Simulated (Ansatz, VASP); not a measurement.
MgCd3Te4 in VASP and in Ansatz

```
Mg Cd Te
1.0
    -3.29532    3.29532    6.59047
     3.29532   -3.29532    6.59047
     3.29532    3.29532   -6.59047
Mg Cd Te
1 3 4
Direct
  0.00000 0.00000 0.00000
  0.75000 0.25000 0.50000
  0.50000 0.50000 0.00000
  0.25000 0.75000 0.50000
  0.87660 0.37064 0.00000
  0.62936 0.62936 0.50596
  0.37064 0.87660 0.00000
  0.12340 0.12340 0.49404
```

Alike in both runs: functional PBE; k mesh 6 × 6 × 6; occupations gaussian, width 0.02 eV; no spin polarisation.

Ansatz relaxed the structure, and its values are those at the end. VASP's run is a single point on that final structure, the one shown.

|  | VASP | Ansatz |
| --- | --- | --- |
| version | VASP 6.6.1 | Ansatz 0.2.0 |
| potentials or method | VASP PAW PBE potentials, release 64 (Mg, Cd, Te), cutoff 520 eV | scalar-relativistic, plane waves, PAW |
| valence electrons in the cell | 62 | 134 |

|  | VASP | Ansatz | Ansatz less VASP |
| --- | --- | --- | --- |
| gap on the k mesh at the Fermi level (eV) | 1.01 | 1.02 | +0.004 |
| least direct gap on the mesh (eV) | 1.01 | 1.02 | +0.004 |
| pressure (GPa) | 0.1 | 0.0 | -0.07 |
| rms of the force components (eV/Å) | 0.007 | 0.001 | -0.0061 |

VASP's potentials hold 62 valence electrons a cell and Ansatz's 134, so a difference there can come from the potentials and not from the codes.

Spin-orbit coupling is off throughout.
